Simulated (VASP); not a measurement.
# Hf (Fm-3m) in VASP: single point with PBEsol+D3(BJ)

Aim: the single point of Hf with PBEsol+D3(BJ).

All numbers are computed with VASP 6.6.1; they aren't measurements. Logs are shortened: lines on timing, memory, paths and dates and some standing lists are left out, and cuts for length are marked.

### Step 1. The cell of the first run

The structure is cubic, space group Fm-3m (No. 225). Conventional cell: a = 4.470 Å, b = 4.470 Å, c = 4.470 Å, α = 90.00°, β = 90.00°, γ = 90.00°. Within 4.2 Å of Hf (site symmetry m-3m) lie 12 Hf at 3.16 Å.

This isn't the form of Hf at room conditions, which is hcp.

### Step 2. Single point, PBEsol+D3(BJ)

Contents of INCAR:

```
SYSTEM = Hf
  ALGO = Normal
  EDIFF = 1E-6
  ENCUT = 500
  GGA = PS
  GGA_COMPAT = .False.
  ISIF = 2
  ISMEAR = 0
  IVDW = 12
  LASPH = .True.
  LCHARG = .False.
  LREAL = .False.
  LWAVE = .False.
  NBANDS = 11
  NELM = 120
  PREC = Accurate
  SIGMA = 0.1
```

Contents of KPOINTS:

```
k-points
0
Gamma
  7 7 7
  0 0 0
```

Contents of POSCAR:

```
Hf
1.0
    0.0000000000      2.2350000000      2.2350000000
    2.2350000000      0.0000000000      2.2350000000
    2.2350000000      2.2350000000      0.0000000000
Hf
1
Direct
    0.0000000000      0.0000000000      0.0000000000
```

Potentials or basis: VASP PAW PBE potentials, release 64 (Hf_pv).

On the command line:

```bash
> cat potpaw_PBE.64/Hf_pv/POTCAR > POTCAR
> mpirun -np 1 vasp_std > vasp.out
```

OUTCAR:

```text
SYSTEM = Hf
   EDIFF = 1E-6
   ENCUT = 500
   GGA = PS
   ISIF = 2
   ISMEAR = 0
   IVDW = 12
   LASPH = .True.
   LREAL = .False.
   NELM = 120
   PREC = Accurate
 IVDW          = 12

 ion  position               nearest neighbor table
   1  0.000  0.000  0.000-

  LATTYP: Found a face centered cubic cell.
 ALAT       =     4.4700000000

  Lattice vectors:

 A1 = (   0.0000000000,   2.2350000000,   2.2350000000)
 A2 = (   2.2350000000,   0.0000000000,   2.2350000000)
 A3 = (   2.2350000000,   2.2350000000,   0.0000000000)

Analysis of symmetry for initial positions (statically):
=====================================================================
 Subroutine PRICEL returns:
 Original cell was already a primitive cell.

 Routine SETGRP: Setting up the symmetry group for a
 face centered cubic supercell.

 Subroutine GETGRP returns: Found 48 space group operations
 (whereof 48 operations were pure point group operations)
 out of a pool of 48 trial point group operations.

The static configuration has the point symmetry O_h .

Analysis of symmetry for dynamics (positions and initial velocities):
=====================================================================
 Subroutine PRICEL returns:
 Original cell was already a primitive cell.

 Routine SETGRP: Setting up the symmetry group for a
 face centered cubic supercell.

 Subroutine GETGRP returns: Found 48 space group operations
 (whereof 48 operations were pure point group operations)
 out of a pool of 48 trial point group operations.

The dynamic configuration has the point symmetry O_h .

 Subroutine INISYM returns: Found 48 space group operations
 (whereof 48 operations are pure point group operations),
 and found     1 'primitive' translations

----------------------------------------------------------------------------------------

                                     Primitive cell

  volume of cell :      22.3287

  direct lattice vectors                    reciprocal lattice vectors
     0.000000000  2.235000000  2.235000000    -0.223713647  0.223713647  0.223713647
     2.235000000  0.000000000  2.235000000     0.223713647 -0.223713647  0.223713647
     2.235000000  2.235000000  0.000000000     0.223713647  0.223713647 -0.223713647

  length of vectors
     3.160767312  3.160767312  3.160767312     0.387483402  0.387483402  0.387483402

  position of ions in fractional coordinates (direct lattice)
     0.000000000  0.000000000  0.000000000

  ion indices of the primitive-cell ions
   primitive index   ion index
                 1           1

----------------------------------------------------------------------------------------
[... 76 lines left out ...]
   NELECT =      10.0000    total number of electrons
   NUPDOWN=      -1.0000    fix difference up-down
   EMIN   =  10.00;   EMAX   =-10.00  energy-range for DOS
   EFERMI =   0.00;   METHOD = LEGACY
   ISMEAR =     0;   SIGMA  =   0.10  broadening in eV -4-tet -1-fermi 0-gaus
   EFERMI_NEDOS =   21; number of points for ismear=-14 and -15
   IALGO  =     38    algorithm
   IMIX   =      4    mixing-type and parameters
     AMIX     =   0.40;   BMIX     =  1.00
     AMIX_MAG =   1.60;   BMIX_MAG =  1.00
  volume/ion in A,a.u.               =      22.33       150.68
  Fermi-wavevector in a.u.,A,eV,Ry     =   1.252528  2.366934 21.345165  1.568825
  Thomas-Fermi vector in A             =   2.386424
   LORBIT       =      0    0 simple, 1 ext, 2 COOP (PROOUT), +10 PAW based schemes
   GGA     = PS    functional components
   LHFCALC =     F    Hartree Fock is set to
   AEXX    =    0.0000 exact exchange contribution
   IVDW    =    12    specifies the selected vdW correction
   LEPSILON=     F    determine dielectric tensor
   LRPA    =     F    only Hartree local field effects (RPA)
 non-spin polarized calculation
 Gauss-broadening in eV      SIGMA  =   0.10
  energy-cutoff  :      500.00
  volume of cell :       22.33
 maximum number of plane-waves:       577
   NGX = 11   NGY = 11   NGZ = 11

 number of electron      10.0000000 magnetization

 number of electron       9.9999999 magnetization

 Free energy of the ion-electron system (eV)
  ---------------------------------------------------
  ext. energy  EPLUGINS =         0.00000000
  ---------------------------------------------------
  free energy    TOTEN  =       -10.41789302 eV

  energy without entropy =      -10.40617013  energy(sigma->0) =      -10.41203157

 E-fermi :   4.5786     XC(G=0): -11.4034

 val. band max:        4.5762271037   @ k =  -0.4286   0.2857   0.1429
 cond. band min:       4.6000763188   @ k =   0.2857   0.0000   0.0000
 fundamental gap:      0.0238492152
 Fermi energy:         4.5785535483

 k-point     1 :       0.0000    0.0000    0.0000
  band No.  band energies     occupation
      1     -25.3724      2.00000
      2     -25.3724      2.00000
      3     -25.3724      2.00000
      4      -2.6286      2.00000
      5       5.9784      0.00000
      6       5.9784      0.00000
      7       5.9784      0.00000
      8       8.7700      0.00000
      9       8.7700      0.00000
     10      15.9631      0.00000
     11      17.6381      0.00000
[... 253 lines left out ...]
 k-point    20 :      -0.2857    0.4286    0.1429
  band No.  band energies     occupation
      1     -25.9430      2.00000
      2     -25.8938      2.00000
      3     -25.6373      2.00000
      4       2.8526      2.00000
      5       3.5490      2.00000
      6       4.6589      0.25602
      7       7.4686      0.00000
      8      10.8474      0.00000
      9      12.1631      0.00000
     10      14.6824      0.00000
     11      15.6367      0.00000

------------------------ aborting loop because EDIFF is reached ----------------------------------------

 Edisp (eV)   -0.51359

 E8    (eV) :    -0.3879

  FORCE on cell =-STRESS in cart. coord.  units (eV):
  Direction    XX          YY          ZZ          XY          YZ          ZX
  --------------------------------------------------------------------------------------
  -------------------------------------------------------------------------------------
  Total      -1.03639    -1.03639    -1.03639    -0.00000    -0.00000     0.00000
  in kB     -74.36537   -74.36537   -74.36537    -0.00000    -0.00000     0.00000
  external pressure =      -74.37 kB  Pullay stress =        0.00 kB

 VOLUME and BASIS-vectors are now :
 -----------------------------------------------------------------------------
  energy-cutoff  :      500.00
  volume of cell :       22.33
      direct lattice vectors                 reciprocal lattice vectors
     0.000000000  2.235000000  2.235000000    -0.223713647  0.223713647  0.223713647
     2.235000000  0.000000000  2.235000000     0.223713647 -0.223713647  0.223713647
     2.235000000  2.235000000  0.000000000     0.223713647  0.223713647 -0.223713647

 POSITION                                       TOTAL-FORCE (eV/Angst)
 -----------------------------------------------------------------------------------
      0.00000      0.00000      0.00000        -0.000000      0.000000     -0.000000
 -----------------------------------------------------------------------------------
    total drift:                               -0.000000      0.000000     -0.000000

  FREE ENERGIE OF THE ION-ELECTRON SYSTEM (eV)
  ---------------------------------------------------
  free  energy   TOTEN  =       -10.9314828599 eV

  energy  without entropy=      -10.9197599684  energy(sigma->0) =      -10.92562141
```

OSZICAR:

```text
N       E                     dE             d eps       ncg     rms          rms(c)
DAV:   1     0.140067589921E+02    0.14007E+02   -0.55105E+03   440   0.823E+02
DAV:   2    -0.102616081328E+02   -0.24268E+02   -0.23564E+02   567   0.160E+02
DAV:   3    -0.107915391015E+02   -0.52993E+00   -0.52296E+00   547   0.164E+01
DAV:   4    -0.107943290896E+02   -0.27900E-02   -0.27882E-02   519   0.130E+00
DAV:   5    -0.107943458554E+02   -0.16766E-04   -0.16765E-04   542   0.861E-02    0.456E+01
DAV:   6    -0.105184286315E+02    0.27592E+00   -0.22456E-01   491   0.345E+00    0.275E+01
DAV:   7    -0.104224382409E+02    0.95990E-01   -0.36188E-01   506   0.422E+00    0.141E+00
DAV:   8    -0.104178539901E+02    0.45843E-02   -0.30541E-02   491   0.118E+00    0.105E-01
DAV:   9    -0.104178930317E+02   -0.39042E-04   -0.37767E-04   524   0.170E-01    0.539E-02
DAV:  10    -0.104178934031E+02   -0.37139E-06   -0.17168E-05   506   0.312E-02    0.422E-02
DAV:  11    -0.104178930205E+02    0.38261E-06   -0.26819E-06   512   0.123E-02
   1 F= -.10931483E+02 E0= -.10925621E+02  d E =-.117229E-01
```

Wall time 6.8 s (1 thread of Intel Xeon Platinum 8375C at 2.90GHz (Ice Lake), shared host); peak memory 0.15 GiB.

Results:

```yaml
Free_energy: -10.9315 eV
Pressure: -7.4 GPa
Band_gap_on_the_k_mesh: zero (bands 5 and 6 overlap by 1.59 eV)
Dispersion_energy_per_atom: -0.514 eV
```

Caveat: three body term missing; the cell stands under tension; the PAW data sets were made with another functional, which shifts forces and pressure a little; spin-orbit coupling is left out, which moves the levels of the heavy elements.
